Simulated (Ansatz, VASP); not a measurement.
**Two plane-wave programs on ZrN**

Contents of INCAR:

```
  ALGO = Normal
  EDIFF = 1E-8
  ENCUT = 520
  GGA = PE
  GGA_COMPAT = F
  ISIF = 2
  ISMEAR = -1
  LASPH = T
  LCHARG = F
  LEFG = T
  LREAL = F
  LWAVE = F
  NBANDS = 16
  NELM = 120
  PREC = Accurate
  SIGMA = 0.01
```

The input KPOINTS:

```
k-points
0
Gamma
  9 9 9
```

Contents of POSCAR:

```
ZrN
1.0
    0.0000000000      2.2688991354      2.2688991354
    2.2688991354      0.0000000000      2.2688991354
    2.2688991354      2.2688991354      0.0000000000
Zr N
1 1
Direct
    0.0000000000      0.0000000000      0.0000000000
    0.5000000000      0.5000000000      0.5000000000
```

Input for Ansatz:

```yaml
crystal:
  lattice:
    - [0.0, 2.2688991354, 2.2688991354]
    - [2.2688991354, 0.0, 2.2688991354]
    - [2.2688991354, 2.2688991354, 0.0]
  atoms:
    - { symbol: Zr, position: [0.0, 0.0, 0.0] }
    - { symbol: "N", position: [0.5, 0.5, 0.5] }
kpoints:
  mp_grid: { grid: [9, 9, 9] }
scf:
  occupations: { method: fermi_dirac, width: 0.01 }
hamiltonian:
  xc: pbe
  pseudopotentials: { kind: paw }
output:
  forces: true
  stress: true
  eigenvalues: true
  efg: { contact_densities: true }
  write_density: true
  write_potential: true
  elf: true
  volumetric_format: npy
```

Change from the starting cell: volume scaled by 0.98, PAW files.

Alike in both runs: task electric field gradients; functional PBE; k mesh 9 × 9 × 9; occupations fermi-dirac, width 0.01 eV; no spin polarisation.

```csv
,VASP,Ansatz
version,VASP 6.6.1,Ansatz 0.2.0
potentials or method,"VASP PAW PBE potentials, release 64 (Zr_sv, N)","PAW with Ansatz's default frozen-core files, scalar-relativistic"
plane-wave cutoff (eV),520,420
valence electrons in the cell,17,17
```

Ansatz gave:

| Item | Value |
| --- | --- |
| pressure (GPa) | 10.1 |

What did VASP give for the same quantities?

Pressure (GPa): 10.4.

With one functional, cell and mesh, what is left measures potentials, basis and numerics.
